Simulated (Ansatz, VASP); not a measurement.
# H: VASP beside Ansatz

```
H
1.0
     1.59414   -2.61991   -0.05768
     1.60256    2.62499    0.05158
    -0.01168    0.12628    6.24148
H
4
Direct
  0.58064 0.43449 0.00499
  0.42234 0.56340 0.99707
  0.44390 0.59279 0.50225
  0.55312 0.40933 0.49569
```

Change from the starting cell: all atoms moved at random, cell strained at random.

Alike in both runs: task single point; functional PBE; k mesh 8 × 8 × 4; occupations gaussian, width 0.02 eV; no spin polarisation.

|  | VASP | Ansatz |
| --- | --- | --- |
| version | VASP 6.6.1 | Ansatz 0.2.0 |
| potentials or method | VASP PAW PBE potentials, release 64 (H), cutoff 520 eV | scalar-relativistic, plane waves, PAW |
| valence electrons in the cell | 4 | 4 |

```csv
,VASP,Ansatz,Ansatz less VASP
gap on the k mesh at the Fermi level (eV),7.87,7.87,+0.001
least direct gap on the mesh (eV),7.87,7.87,+0.001
pressure (GPa),-0.7,-0.5,+0.19
"traceless stress, the component that is largest in VASP (GPa)",-1.71,-1.67,+0.048
rms of the force components (eV/Å),0.398,0.395,-0.0029
```

Atom by atom the forces differ by 0.005 eV/Å (rms over components).
